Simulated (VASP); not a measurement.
Si4O: single point with PBE

Crystal: Si4O.

```xyz
5
Lattice="-2.0752 2.0752 3.8020 2.0752 -2.0752 3.8020 2.0752 2.0752 -3.8020" Properties=species:S:1:pos:R:3 pbc="T T T"
Si    0.0000    0.0000    5.6889
Si    0.0000    2.0752    0.0000
Si    2.0752    0.0000    0.0000
Si    0.0000    0.0000    1.9150
O     0.0000    0.0000    0.0000
```

The cell was built from a structure type or drawn by symmetry, and may not be a known phase.

```
Program                : VASP 6.6.1
Task                   : single point
Functional             : PBE
Potentials or basis    : VASP PAW PBE potentials, release 64 (Si, O)
Cutoff                 : 520 eV
k mesh                 : 6 × 6 × 6
Occupations            : gaussian, width 0.1 eV
Spin                   : collinear spin, ferromagnetic start
Starting moments       : [0.0, 0.0, 0.0, 0.0, 1.0] μB
Dipole correction      : no
Further INCAR settings : ALGO = Normal; EDIFF = 1e-06; NBANDS = 23
```

```yaml
Pressure: 10.3 GPa
Largest_force: 3.021 eV/Å
Band_gap_on_the_k_mesh: zero (filled and empty bands overlap)
Net_moment: 0.00 μB per cell
Valence_electrons_inside_the_program's_atomic_spheres: Si 1.50, 1.53 (each value once); O 5.11
```

Forces on the atoms (eV/Å):
```
Si   0.000  0.000 -3.021
Si   0.000  0.000  0.000
Si   0.000  0.000  0.000
Si   0.000  0.000  3.021
O    0.000  0.000  0.000
```

Stress tensor (GPa, compression positive):
```
 6.62  0.00  0.00
 0.00  6.62  0.00
 0.00  0.00 17.78
```

Levels at points of the mesh, in eV from the Fermi level:
Spin up:
| k point | band 7 | band 8 | band 9 | band 10 | band 11 | band 12 | band 13 | band 14 | band 15 | band 16 |
| --- | --- | --- | --- | --- | --- | --- | --- | --- | --- | --- |
| (0.00, 0.00, 0.00) | -3.99 | -3.70 | -3.21 | -3.21 | -1.80 | -0.48 | -0.48 | 1.51 | 1.83 | 3.19 |
| (0.50, 0.00, 0.00) | -5.70 | -3.14 | -3.01 | -0.73 | -0.72 | -0.33 | 1.39 | 2.25 | 2.45 | 3.31 |
| (0.50, 0.50, 0.00) | -5.06 | -4.54 | -3.01 | -2.62 | -0.66 | 1.43 | 2.07 | 3.55 | 4.27 | 5.86 |
| (0.50, 0.50, 0.50) | -5.71 | -2.73 | -2.59 | -2.59 | 2.63 | 3.34 | 3.34 | 3.47 | 3.47 | 4.35 |
Spin down:
```csv
k point,band 7,band 8,band 9,band 10,band 11,band 12,band 13,band 14,band 15,band 16
"(0.00, 0.00, 0.00)",-3.99,-3.70,-3.21,-3.21,-1.80,-0.48,-0.48,1.51,1.83,3.19
"(0.50, 0.00, 0.00)",-5.70,-3.14,-3.01,-0.73,-0.72,-0.33,1.39,2.25,2.45,3.31
"(0.50, 0.50, 0.00)",-5.06,-4.54,-3.01,-2.62,-0.66,1.43,2.07,3.55,4.27,5.86
"(0.50, 0.50, 0.50)",-5.71,-2.73,-2.59,-2.59,2.63,3.34,3.34,3.47,3.47,4.35
```

Run time: 38 s on 1 thread of Intel(R) Xeon(R) 6975P-C (Granite Rapids), with other jobs on the host, peak memory 0.26 GiB.

Caveat: the cell stands under pressure; forces of over 1 eV/Å act on the atoms, so gaps and moduli don't describe the material at rest.
